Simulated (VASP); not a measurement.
InP: single point with r2SCAN

InP:

```
CELL_PARAMETERS angstrom
0.00000 2.82061 2.93050
2.82061 0.00000 2.93050
2.82061 2.82061 0.00000
ATOMIC_POSITIONS crystal
In 0.00000 0.00000 0.00000
P 0.75000 0.75000 0.75000
```

This cell differs from its parent crystal: strain -0.0375 x Voigt [1, 1, 0, 0, 0, 0].

```yaml
Program: VASP 6.6.1
Task: single point
Functional: r2SCAN
Potentials_or_basis: VASP PAW PBE potentials, release 64 (In_d, P)
Cutoff: 520 eV
k_mesh: 8 × 8 × 8
Occupations: gaussian, width 0.05 eV
Spin: no spin polarisation
Dipole_correction: no
Further_INCAR_settings: ALGO = Normal; EDIFF = 1e-07; NBANDS = 16
```

The pressure is 8.3 GPa. The band gap on the k mesh is 1.53 eV.

Stress tensor (GPa, compression positive):
```
8.90 0.00 0.00
0.00 8.90 0.00
0.00 0.00 7.20
```

Levels at points of the mesh, in eV from the valence-band top:
```
           k point  band 5  band 6  band 7  band 8  band 9  band 10  band 11  band 12  band 13  band 14
(0.00, 0.00, 0.00)  -14.68  -12.64   -0.21    0.00    0.00     1.53     4.35     4.35     4.40     9.38
(0.50, 0.00, 0.00)  -14.65  -10.55   -6.40   -1.34   -1.05     1.96     4.97     5.24     7.64    10.42
(0.50, 0.50, 0.00)  -14.64   -9.90   -6.49   -2.60   -2.60     1.97     2.72    10.07    10.82    10.82
(0.50, 0.00, 0.50)  -14.63   -9.73   -6.22   -2.85   -2.82     1.72     2.34    10.49    10.59    10.71
```

Wall time 2.8 min on 1 thread of Intel(R) Xeon(R) Platinum 8259CL CPU @ 2.50GHz (Skylake/Cascade Lake), on a shared host, peak memory 0.2 GiB.

Caveat: the cell differs from its parent crystal (strain -0.0375 x Voigt [1, 1, 0, 0, 0, 0]); the cell stands under pressure; the PAW data sets were made with another functional, which shifts forces and pressure a little; spin-orbit coupling is left out, which moves the levels of the heavy elements. A k mesh can miss the band edges.
